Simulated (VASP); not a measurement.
# Ir (Pm-3m) in VASP: notebook

Runs on Ir. Level: PBE. Tasks: single point.

All numbers are computed with VASP 6.6.1; they aren't measurements. Logs are shortened: lines on timing, memory, paths and dates and some standing lists are left out, and cuts for length are marked.

### Step 1. The cell of the first run

It takes space group Pm-3m (No. 221, cubic). Conventional cell: a = 2.537 Å, b = 2.537 Å, c = 2.537 Å, α = 90.00°, β = 90.00°, γ = 90.00°. Ir (site symmetry m-3m) has 6 Ir at 2.54 Å within 3.3 Å.

### Step 2. Single point, PBE, collinear spin, ferromagnetic start (volume scaled by 0.96)

INCAR reads:

```
SYSTEM = Ir
  PREC = Accurate
  ENCUT = 520
  EDIFF = 1E-6
  ISMEAR = -1
  SIGMA = 0.05
  LREAL = .FALSE.
  LASPH = .TRUE.
  NELM = 150
  ALGO = Normal
  ISIF = 2
  LWAVE = .FALSE.
  LCHARG = .FALSE.
  ISPIN = 2
  MAGMOM = 1
  LORBIT = 11
  LMAXMIX = 4
  GGA = PE
  NBANDS = 14
```

KPOINTS reads:

```
regular mesh
0
G
  14 14 14
  0 0 0
```

POSCAR reads:

```
Ir
1.0
    2.5370502048      0.0000000000      0.0000000000
    0.0000000000      2.5370502048      0.0000000000
    0.0000000000      0.0000000000      2.5370502048
Ir
1
Direct
    0.0000000000      0.0000000000      0.0000000000
```

Potentials or basis: VASP PAW PBE potentials, release 64 (Ir).

The run is started by

```
> cat potpaw_PBE.64/Ir/POTCAR > POTCAR
> mpirun -np 1 vasp_std > vasp.out
```

OUTCAR:

```text
SYSTEM = Ir
   PREC = Accurate
   ENCUT = 520
   EDIFF = 1E-6
   ISMEAR = -1
   LREAL = .FALSE.
   LASPH = .TRUE.
   NELM = 150
   ISIF = 2
   ISPIN = 2
   LORBIT = 11
   GGA = PE

 ion  position               nearest neighbor table
   1  0.000  0.000  0.000-

  LATTYP: Found a simple cubic cell.
 ALAT       =     2.5370502048

  Lattice vectors:

 A1 = (   2.5370502048,   0.0000000000,   0.0000000000)
 A2 = (   0.0000000000,   2.5370502048,   0.0000000000)
 A3 = (   0.0000000000,   0.0000000000,   2.5370502048)

Analysis of symmetry for initial positions (statically):
=====================================================================
 Subroutine PRICEL returns:
 Original cell was already a primitive cell.

 Routine SETGRP: Setting up the symmetry group for a
 simple cubic supercell.

 Subroutine GETGRP returns: Found 48 space group operations
 (whereof 48 operations were pure point group operations)
 out of a pool of 48 trial point group operations.

The static configuration has the point symmetry O_h .

Analysis of symmetry for dynamics (positions and initial velocities):
=====================================================================
 Subroutine PRICEL returns:
 Original cell was already a primitive cell.

 Routine SETGRP: Setting up the symmetry group for a
 simple cubic supercell.

 Subroutine GETGRP returns: Found 48 space group operations
 (whereof 48 operations were pure point group operations)
 out of a pool of 48 trial point group operations.

The dynamic configuration has the point symmetry O_h .

Analysis of structural, dynamic, and magnetic symmetry:
=====================================================================
 Subroutine PRICEL returns:
 Original cell was already a primitive cell.

 Routine SETGRP: Setting up the symmetry group for a
 simple cubic supercell.

 Subroutine GETGRP returns: Found 48 space group operations
 (whereof 48 operations were pure point group operations)
 out of a pool of 48 trial point group operations.

The overall configuration has the point symmetry O_h .

 Subroutine INISYM returns: Found 48 space group operations
 (whereof 48 operations are pure point group operations),
 and found     1 'primitive' translations

----------------------------------------------------------------------------------------

                                     Primitive cell

  volume of cell :      16.3300

  direct lattice vectors                    reciprocal lattice vectors
     2.537050205  0.000000000  0.000000000     0.394158538  0.000000000  0.000000000
     0.000000000  2.537050205  0.000000000     0.000000000  0.394158538  0.000000000
     0.000000000  0.000000000  2.537050205     0.000000000  0.000000000  0.394158538

  length of vectors
     2.537050205  2.537050205  2.537050205     0.394158538  0.394158538  0.394158538

  position of ions in fractional coordinates (direct lattice)
     0.000000000  0.000000000  0.000000000

  ion indices of the primitive-cell ions
   primitive index   ion index
                 1           1

----------------------------------------------------------------------------------------

 KPOINTS: regular mesh

Automatic generation of k-mesh.
 Grid dimensions read from file:
 generate k-points for:   14   14   14

 Generating k-lattice:

  Cartesian coordinates                     Fractional coordinates (reciprocal lattice)
     0.028154181  0.000000000  0.000000000     0.071428571  0.000000000  0.000000000
     0.000000000  0.028154181  0.000000000     0.000000000  0.071428571  0.000000000
     0.000000000  0.000000000  0.028154181     0.000000000  0.000000000  0.071428571

  Length of vectors
     0.028154181  0.028154181  0.028154181

  Shift w.r.t. Gamma in fractional coordinates (k-lattice)
     0.000000000  0.000000000  0.000000000

 Subroutine IBZKPT returns following result:
 ===========================================

 Found    120 irreducible k-points:

 Following reciprocal coordinates:
            Coordinates               Weight
  0.000000  0.000000  0.000000      1.000000
  0.071429  0.000000  0.000000      6.000000
  0.142857  0.000000  0.000000      6.000000
  0.214286  0.000000  0.000000      6.000000
  0.285714  0.000000  0.000000      6.000000
  0.357143  0.000000  0.000000      6.000000
[... 16 lines left out ...]
  0.285714  0.214286  0.000000     24.000000
  0.357143  0.214286  0.000000     24.000000
 [... further k-points ...]
   k-points           NKPTS =    120   k-points in BZ     NKDIM =    120   number of bands    NBANDS=     14
   number of dos      NEDOS =    301   number of ions     NIONS =      1
   total plane-waves  NPLWV =   8000
   dimension x,y,z NGX =    20 NGY =   20 NGZ =   20
   dimension x,y,z NGXF=    40 NGYF=   40 NGZF=   40
   ions per type =               1
   NGX,Y,Z   is equivalent  to a cutoff of  13.11, 13.11, 13.11 a.u.
   NGXF,Y,Z  is equivalent  to a cutoff of  26.21, 26.21, 26.21 a.u.
 SYSTEM =  Ir
   PREC   = accura    normal or accurate (medium, high low for compatibility)
   ISTART =      0    job   : 0-new  1-cont  2-samecut
   ICHARG =      2    charge: 1-file 2-atom 10-const
   ISPIN  =      2    spin polarized calculation?
   LNONCOLLINEAR =      F non collinear calculations
   LSORBIT =      F    spin-orbit coupling
   LASPH  =      T    aspherical Exc in radial PAW
   ENCUT  =  520.0 eV  38.22 Ry    6.18 a.u.   4.72  4.72  4.72*2*pi/ulx,y,z
   NELM   =    150;   NELMIN=  2; NELMDL= -5     # of ELM steps
   EDIFF  = 0.1E-05   stopping-criterion for ELM
   LREAL  =      F    real-space projection
   EDIFFG = 0.1E-04   stopping-criterion for IOM
   NSW    =      0    number of steps for IOM
   IBRION =     -1    ionic relax: 0-MD 1-quasi-New 2-CG
   NFREE  =      0    steps in history (QN), initial steepest desc. (CG)
   ISIF   =      2    stress and relaxation
   ISYM   =      2    0-nonsym 1-usesym 2-fastsym
   POTIM  = 0.5000    time-step for ionic-motion
   TEBEG  =    0.0;   TEEND  =   0.0 temperature during run
   PSTRESS=    0.0 pullay stress
   NELECT =       9.0000    total number of electrons
   NUPDOWN=      -1.0000    fix difference up-down
   EMIN   =  10.00;   EMAX   =-10.00  energy-range for DOS
   EFERMI =   0.00;   METHOD = LEGACY
   ISMEAR =    -1;   SIGMA  =   0.05  broadening in eV -4-tet -1-fermi 0-gaus
   EFERMI_NEDOS =   21; number of points for ismear=-14 and -15
   IALGO  =     38    algorithm
   IMIX   =      4    mixing-type and parameters
     AMIX     =   0.40;   BMIX     =  1.00
     AMIX_MAG =   1.60;   BMIX_MAG =  1.00
  volume/ion in A,a.u.               =      16.33       110.20
  Fermi-wavevector in a.u.,A,eV,Ry     =   1.342229  2.536445 24.511965  1.801579
  Thomas-Fermi vector in A             =   2.470400
   LORBIT       =     11    0 simple, 1 ext, 2 COOP (PROOUT), +10 PAW based schemes
   GGA     = PE    functional components
   LHFCALC =     F    Hartree Fock is set to
   AEXX    =    0.0000 exact exchange contribution
   IVDW    =     0    specifies the selected vdW correction
   LEPSILON=     F    determine dielectric tensor
   LRPA    =     F    only Hartree local field effects (RPA)
 spin polarized calculation
  energy-cutoff  :      520.00
  volume of cell :       16.33
 maximum number of plane-waves:       466
 NGX is ok and might be reduce to    20
   NGX =  9   NGY =  9   NGZ =  9

 number of electron       9.0000001 magnetization       0.0005084

 number of electron       9.0000001 magnetization      -0.0004045

 Free energy of the ion-electron system (eV)
  ---------------------------------------------------
  ext. energy  EPLUGINS =         0.00000000
  ---------------------------------------------------
  free energy    TOTEN  =        -7.85295889 eV

  energy without entropy =       -7.84293037  energy(sigma->0) =       -7.84794463

 E-fermi :   8.0085     XC(G=0): -12.9731

 val. band max:        7.9892315372   @ k =   0.1429   0.1429   0.0714
 cond. band min:       8.0686147058   @ k =   0.2143   0.0000   0.0000
 fundamental gap:      0.0793831686
 Fermi energy:         8.0084528476

 spin component 1

 k-point     1 :       0.0000    0.0000    0.0000
  band No.  band energies     occupation
      1      -1.4390      1.00000
      2       1.7358      1.00000
      3       1.7358      1.00000
      4       9.3810      0.00000
      5       9.3810      0.00000
      6       9.3810      0.00000
      7      23.8491      0.00000
      8      23.8491      0.00000
      9      23.8491      0.00000
     10      29.9769      0.00000
     11      32.7315      0.00000
     12      32.7315      0.00000
     13      37.0593      0.00000
     14      37.0593      0.00000
[... 375 lines left out ...]
 k-point    24 :       0.3571    0.2143    0.0000
  band No.  band energies     occupation
      1       1.9306      1.00000
      2       3.3461      1.00000
      3       4.7377      1.00000
      4       7.1068      1.00000
      5       7.7265      0.99646
      6       8.4316      0.00021
      7      16.6040      0.00000
      8      22.8104      0.00000
      9      26.7089      0.00000
     10      30.8866      0.00000
     11      31.5198      0.00000
     12      36.9358      0.00000
     13      36.9803      0.00000
     14      38.0169      0.00000

 [... further k-points ...]

 spin component 2

 k-point     1 :       0.0000    0.0000    0.0000
  band No.  band energies     occupation
      1      -1.4392      1.00000
      2       1.7351      1.00000
      3       1.7351      1.00000
      4       9.3812      0.00000
      5       9.3812      0.00000
      6       9.3812      0.00000
      7      23.8493      0.00000
      8      23.8493      0.00000
      9      23.8493      0.00000
     10      29.9759      0.00000
     11      32.7311      0.00000
     12      32.7311      0.00000
     13      37.0593      0.00000
     14      37.0593      0.00000
[... 375 lines left out ...]
 k-point    24 :       0.3571    0.2143    0.0000
  band No.  band energies     occupation
      1       1.9303      1.00000
      2       3.3459      1.00000
      3       4.7373      1.00000
      4       7.1070      1.00000
      5       7.7263      0.99647
      6       8.4318      0.00021
      7      16.6038      0.00000
      8      22.8102      0.00000
      9      26.7088      0.00000
     10      30.8861      0.00000
     11      31.5200      0.00000
     12      36.9356      0.00000
     13      36.9805      0.00000
     14      38.0165      0.00000

 [... further k-points ...]

------------------------ aborting loop because EDIFF is reached ----------------------------------------

  FORCE on cell =-STRESS in cart. coord.  units (eV):
  Direction    XX          YY          ZZ          XY          YZ          ZX
  --------------------------------------------------------------------------------------
  -------------------------------------------------------------------------------------
  Total        1.0950521      1.0950521      1.0950521      0.0000000     -0.0000000     -0.0000000
  in kB      107.4380625    107.4380625    107.4380625      0.0000000     -0.0000000     -0.0000000
  external PRESSURE =     107.4380625 kB  Pullay stress =       0.0000000 kB

 VOLUME and BASIS-vectors are now :
 -----------------------------------------------------------------------------
  energy-cutoff  :      520.00
  volume of cell :       16.33
      direct lattice vectors                 reciprocal lattice vectors
     2.537050205  0.000000000  0.000000000     0.394158538  0.000000000  0.000000000
     0.000000000  2.537050205  0.000000000     0.000000000  0.394158538  0.000000000
     0.000000000  0.000000000  2.537050205     0.000000000  0.000000000  0.394158538

 POSITION                                       TOTAL-FORCE (eV/Angst)
 -----------------------------------------------------------------------------------
      0.00000      0.00000      0.00000         0.000000      0.000000      0.000000
 -----------------------------------------------------------------------------------
    total drift:                               -0.000000      0.000000      0.000000

  FREE ENERGIE OF THE ION-ELECTRON SYSTEM (eV)
  ---------------------------------------------------
  free  energy   TOTEN  =        -7.8529588927 eV

  energy  without entropy=       -7.8429303704  energy(sigma->0) =       -7.84794463

 total charge

# of ion       s       p       d       tot
------------------------------------------
    1        0.748   0.551   7.069   8.368

 magnetization (x)

# of ion       s       p       d       tot
------------------------------------------
    1        0.000  -0.000   0.000   0.000
```

Wall time 33 s (1 thread of Intel Xeon Platinum 8259CL at 2.50GHz (Skylake/Cascade Lake), shared host); peak memory 0.16 GiB.

What came out:

* Free energy: -7.8530 eV
* Pressure: 10.7 GPa
* Net moment: 0.00 μB per cell
* Valence electrons inside the program's atomic spheres: Ir 8.37

Caveat: the cell differs from its parent crystal (volume scaled by 0.96); spin-orbit coupling is left out, which moves the levels of the heavy elements.

### Step 3. Single point, PBE, collinear spin, ferromagnetic start

This run uses another cell than the first one, of 17.01 Å³/atom, 1.042 times its volume.

INCAR reads:

```
SYSTEM = Ir
ALGO = Normal
EDIFF = 1E-7
ENCUT = 520
GGA = PE
ISIF = 2
ISMEAR = -1
ISPIN = 2
LASPH = .TRUE.
LCHARG = .FALSE.
LMAXMIX = 4
LORBIT = 11
LREAL = .FALSE.
LWAVE = .FALSE.
MAGMOM = 1
NBANDS = 14
NELM = 150
PREC = Accurate
SIGMA = 0.05
```

KPOINTS reads:

```
k-points
0
G
  14 14 14
  0 0 0
```

POSCAR reads:

```
Ir
1.0
    2.5718086364      0.0000000000      0.0000000000
    0.0000000000      2.5718086364      0.0000000000
    0.0000000000      0.0000000000      2.5718086364
Ir
1
Direct
    0.0000000000      0.0000000000      0.0000000000
```

Potentials or basis: VASP PAW PBE potentials, release 64 (Ir).

The run is started by

```
> cat potpaw_PBE.64/Ir/POTCAR > POTCAR
> mpirun -np 1 vasp_std > vasp.out
```

OUTCAR:

```text
SYSTEM = Ir
   EDIFF = 1E-7
   ENCUT = 520
   GGA = PE
   ISIF = 2
   ISMEAR = -1
   ISPIN = 2
   LASPH = .TRUE.
   LORBIT = 11
   LREAL = .FALSE.
   NELM = 150
   PREC = Accurate

 ion  position               nearest neighbor table
   1  0.000  0.000  0.000-

  LATTYP: Found a simple cubic cell.
 ALAT       =     2.5718086364

  Lattice vectors:

 A1 = (   2.5718086364,   0.0000000000,   0.0000000000)
 A2 = (   0.0000000000,   2.5718086364,   0.0000000000)
 A3 = (   0.0000000000,   0.0000000000,   2.5718086364)

Analysis of symmetry for initial positions (statically):
=====================================================================
 Subroutine PRICEL returns:
 Original cell was already a primitive cell.

 Routine SETGRP: Setting up the symmetry group for a
 simple cubic supercell.

 Subroutine GETGRP returns: Found 48 space group operations
 (whereof 48 operations were pure point group operations)
 out of a pool of 48 trial point group operations.

[... 607 lines left out ...]
      9      22.9841      0.00000
     10      28.8994      0.00000
     11      31.6401      0.00000
     12      31.6401      0.00000
     13      36.0762      0.00000
     14      36.0762      0.00000
[... 379 lines left out ...]
      3       4.3245      1.00000
      4       6.5718      1.00000
      5       7.1577      0.99458
      6       7.8070      0.00042
      7      15.7431      0.00000
      8      21.8809      0.00000
      9      25.8940      0.00000
     10      29.7659      0.00000
     11      30.3805      0.00000
     12      35.6886      0.00000
     13      35.8666      0.00000
     14      36.8950      0.00000

 [... further k-points ...]

------------------------ aborting loop because EDIFF is reached ----------------------------------------

  FORCE on cell =-STRESS in cart. coord.  units (eV):
  Direction    XX          YY          ZZ          XY          YZ          ZX
  --------------------------------------------------------------------------------------
  -------------------------------------------------------------------------------------
  Total       -0.0355123     -0.0355123     -0.0355123     -0.0000000      0.0000000     -0.0000000
  in kB       -3.3448236     -3.3448236     -3.3448236     -0.0000000      0.0000000     -0.0000000
  external PRESSURE =      -3.3448236 kB  Pullay stress =       0.0000000 kB

 VOLUME and BASIS-vectors are now :
 -----------------------------------------------------------------------------
  energy-cutoff  :      520.00
  volume of cell :       17.01
      direct lattice vectors                 reciprocal lattice vectors
     2.571808636  0.000000000  0.000000000     0.388831418  0.000000000  0.000000000
     0.000000000  2.571808636  0.000000000     0.000000000  0.388831418  0.000000000
     0.000000000  0.000000000  2.571808636     0.000000000  0.000000000  0.388831418

 POSITION                                       TOTAL-FORCE (eV/Angst)
 -----------------------------------------------------------------------------------
      0.00000      0.00000      0.00000         0.000000      0.000000      0.000000
 -----------------------------------------------------------------------------------
    total drift:                               -0.000000      0.000000      0.000000

  FREE ENERGIE OF THE ION-ELECTRON SYSTEM (eV)
  ---------------------------------------------------
  free  energy   TOTEN  =        -7.8743380216 eV

  energy  without entropy=       -7.8635613380  energy(sigma->0) =       -7.86894968

 total charge

# of ion       s       p       d       tot
------------------------------------------
    1        0.727   0.511   7.015   8.253

 magnetization (x)

# of ion       s       p       d       tot
------------------------------------------
    1        0.000   0.000   0.000   0.000
```

stdout:

```text
POSCAR found type information on POSCAR Ir
 POSCAR found :  1 types and       1 ions
 scaLAPACK will be used
 LDA part: xc-table for (Slater+PW92), standard interpolation
 POSCAR, INCAR and KPOINTS ok, starting setup
 FFT: planning ... GRIDC
 FFT: planning ... GRID_SOFT
 FFT: planning ... GRID
 WAVECAR not read
 entering main loop
```

Wall time 40 s (1 thread of Intel Xeon Platinum 8259CL at 2.50GHz (Skylake/Cascade Lake), shared host); peak memory 0.16 GiB.

What came out:

* Free energy: -7.8743 eV
* Pressure: -0.3 GPa
* Net moment: 0.00 μB per cell
* Valence electrons inside the program's atomic spheres: Ir 8.25

Caveat: spin-orbit coupling is left out, which moves the levels of the heavy elements.
